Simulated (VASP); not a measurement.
Here is a VASP 6.6.1 calculation.

Contents of POSCAR:

```
Nb
1.0
   -1.5835564103      1.5835564103      1.5835564103
    1.5835564103     -1.5835564103      1.5835564103
    1.5835564103      1.5835564103     -1.5835564103
Nb
1
Direct
    0.0000000000      0.0000000000      0.0000000000
```

The input INCAR.step1:

```
  ALGO = Normal
  EDIFF = 1E-4
  ENCUT = 520
  GGA = PE
  ISMEAR = -1
  LASPH = T
  LCHARG = F
  LREAL = F
  LWAVE = T
  NBANDS = 12
  NELM = 60
  PREC = Accurate
  SIGMA = 0.1
```

File INCAR.step2:

```
  ALGO = Normal
  EDIFF = 1E-7
  ENCUT = 520
  ISIF = 2
  ISMEAR = -1
  ISTART = 1
  LASPH = T
  LCHARG = F
  LMIXTAU = T
  LREAL = F
  LWAVE = F
  METAGGA = R2SCAN
  NBANDS = 12
  NELM = 60
  PREC = Accurate
  SIGMA = 0.1
```

Contents of KPOINTS:

```
Automatic mesh
0
Gamma
  18 18 18
  0.5 0.5 0.5
```

Potentials or basis: VASP PAW PBE potentials, release 64 (Nb_sv).

Launch:

```console
$ cat potpaw_PBE.64/Nb_sv/POTCAR > POTCAR
$ cp INCAR.step1 INCAR
$ mpirun -np 1 vasp_std > vasp.out
$ cp INCAR.step2 INCAR
$ mpirun -np 1 vasp_std > vasp.out
```

(1) Predict the pressure.

(2) Predict the band gap on the k mesh.

## Answers

(1) 27.6 GPa.

(2) zero (an odd number of electrons rules out a gap without spin polarisation).

Caveat: the cell stands under pressure; the PAW data sets were made with another functional, which shifts forces and pressure a little.
